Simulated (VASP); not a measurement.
Wanted: the native input for a VASP 6.6.1 run.

| Quantity | Value |
| --- | --- |
| Task | single point |
| Functional | PBE |
| Potentials or basis | VASP PAW PBE potentials, release 64 (Ba_sv, Ti_sv, O_h) |
| Cutoff | 1340 eV |
| k mesh | 5 × 5 × 5 |
| Occupations | fermi-dirac, width 0.05 eV |
| Spin | no spin polarisation |
| Dipole correction | no |
| Further INCAR settings | ALGO = Normal; EDIFF = 1e-06; NBANDS = 28 |

The structure of BaTiO3 lies in POSCAR:

```
BaTiO3
1.0
    2.8273666084      1.6323808724      2.3183934932
   -2.8273666084      1.6323808724      2.3183934932
    0.0000000000     -3.2647617449      2.3183934932
Ba Ti O
1 1 3
Direct
    0.0000000000      0.0000000000      0.0000000000
    0.4845000000      0.4845000000      0.4845000000
    0.5086000000      0.0175000000      0.5086000000
    0.0175000000      0.5086000000      0.5086000000
    0.5086000000      0.5086000000      0.0175000000
```

These files were run (other wordings do the same):

INCAR

```
SYSTEM = BaTiO3
PREC = Accurate
ENCUT = 1340
EDIFF = 1E-6
ISMEAR = -1
SIGMA = 0.05
LREAL = .False.
LASPH = .True.
NELM = 120
ALGO = Normal
ISIF = 2
LWAVE = .False.
LCHARG = .True.
GGA = PE
LELF = .True.
LVHAR = .True.
NBANDS = 28
GGA_COMPAT = .False.
```

KPOINTS

```
regular mesh
0
Gamma
  5 5 5
  0 0 0
```

Potentials or basis: VASP PAW PBE potentials, release 64 (Ba_sv, Ti_sv, O_h).

Command:

```bash
$ cat potpaw_PBE.64/Ba_sv/POTCAR potpaw_PBE.64/Ti_sv/POTCAR potpaw_PBE.64/O_h/POTCAR > POTCAR
$ mpirun -np 1 vasp_std > vasp.out
```

It gave:

```yaml
Pressure: 6.6 GPa
Largest_force: 0.166 eV/Å
Band_gap_on_the_k_mesh: 2.50 eV (least direct gap 2.78 eV)
```

Caveat: the cell stands under pressure; spin-orbit coupling is left out, which moves the levels of the heavy elements.

Wall time 89 s on 1 thread of Intel(R) Xeon(R) Platinum 8559C (Emerald Rapids), with other jobs on the host, peak memory 0.41 GiB.
